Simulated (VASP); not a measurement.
Input of a VASP 6.6.1 run:

Contents of INCAR:

```
SYSTEM = Al3GaN4
ALGO     = Normal         ! electronic algorithm
EDIFF    = 1E-6           ! SCF threshold, eV
ENCUT    = 520            ! plane-wave cutoff, eV
GGA      = PS             ! functional
ISIF     = 2              ! what is computed and relaxed
ISMEAR   = 0              ! smearing method
LASPH    = .True.         ! aspherical terms in the spheres
LCHARG   = .True.         ! write CHGCAR
LELF     = .True.         ! ELF
LREAL    = .False.        ! projectors in reciprocal space
LVHAR    = .True.       
LWAVE    = .False.        ! write WAVECAR
NBANDS   = 31             ! bands
NELM     = 80             ! most SCF steps
PREC     = Accurate       ! precision mode
SIGMA    = 0.05           ! smearing width, eV
```

KPOINTS

```
k-points
0
Gamma
  6 6 6
  0 0 0
```

Contents of POSCAR:

```
Al3GaN4
1.0
    4.4069948390      0.0000000000      0.0550874355
    0.0000000000      4.4069948390      0.0000000000
    0.0550874355      0.0000000000      4.4069948390
Al Ga N
3 1 4
Direct
    0.5000000000      0.5000000000      0.0000000000
    0.5000000000      0.0000000000      0.5000000000
    0.0000000000      0.5000000000      0.5000000000
    0.0000000000      0.0000000000      0.0000000000
    0.7447077168      0.7447077168      0.2552922832
    0.7447077168      0.2552922832      0.7447077168
    0.2552922832      0.7447077168      0.7447077168
    0.2552922832      0.2552922832      0.2552922832
```

Potentials or basis: VASP PAW PBE potentials, release 64 (Al, Ga_d, N).

Command:

```sh
$ cat potpaw_PBE.64/Al/POTCAR potpaw_PBE.64/Ga_d/POTCAR potpaw_PBE.64/N/POTCAR > POTCAR
$ mpirun -np 1 vasp_std > vasp.out
```

Estimate the pressure.

0.1 GPa.

Estimate the band gap on the k mesh.

3.23 eV, direct.

What does it give for the largest force?

0.242 eV/Å.

Stress tensor (GPa, compression positive):
```
 0.13  0.00 -5.37
 0.00  0.05  0.00
-5.37  0.00  0.13
```

Caveat: the cell differs from its parent crystal (strain +0.0250 x Voigt [0, 0, 0, 0, 1, 0]); the PAW data sets were made with another functional, which shifts forces and pressure a little. A k mesh can miss the band edges.
